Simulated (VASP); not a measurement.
**P: single point with r2SCAN**

System: P, a slab with vacuum.

```xyz
4
Lattice="3.3418 0.1322 -0.1750 1.4004 35.4744 -0.1293 -0.2466 -0.0172 4.8111" Properties=species:S:1:pos:R:3 pbc="T T T"
P     0.9599   34.1658    2.7149
P     0.2009    0.9946    1.8834
P     1.5929    1.2383    0.1384
P     2.8958   34.6479    4.4521
```

This cell differs from its parent crystal: atoms moved at random and the cell strained at random.

```yaml
Program: VASP 6.6.1
Task: single point
Functional: r2SCAN
Potentials_or_basis: VASP PAW PBE potentials, release 64 (P)
Cutoff: 520 eV
k_mesh: 8 × 1 × 6
Occupations: gaussian, width 0.05 eV
Spin: no spin polarisation
Dipole_correction: no
Further_INCAR_settings: ALGO = Normal; EDIFF = 1e-06; NBANDS = 18
```

```yaml
Largest_force: 3.427 eV/Å
Band_gap_on_the_k_mesh: zero (bands 10 and 11 overlap by 0.01 eV)
```

Forces on the atoms (eV/Å):
```
P    1.290  1.615  1.741
P   -1.826 -0.403 -0.691
P    0.719  0.564  1.875
P   -0.183 -1.776 -2.925
```

Levels at points of the mesh, in eV from the Fermi level:
| k point | band 8 | band 9 | band 10 | band 11 | band 12 | band 13 |
| --- | --- | --- | --- | --- | --- | --- |
| (0.00, 0.00, 0.00) | -2.16 | -0.92 | -0.39 | 0.99 | 2.05 | 2.64 |
| (0.50, 0.00, 0.00) | -2.77 | -2.23 | -1.94 | 0.50 | 0.70 | 1.43 |
| (0.00, 0.00, 0.50) | -1.35 | -1.07 | -0.23 | 1.71 | 1.98 | 2.45 |
| (0.50, 0.00, 0.50) | -3.74 | -2.11 | -0.85 | 1.32 | 2.19 | 2.96 |

Wall time 15 min on 1 thread of Intel(R) Xeon(R) 6975P-C (Granite Rapids), on a shared host, peak memory 0.77 GiB.

Caveat: the cell differs from its parent crystal (atoms moved at random and the cell strained at random); there is no dipole correction, which matters where the two faces differ; the PAW data sets were made with another functional, which shifts forces and pressure a little.
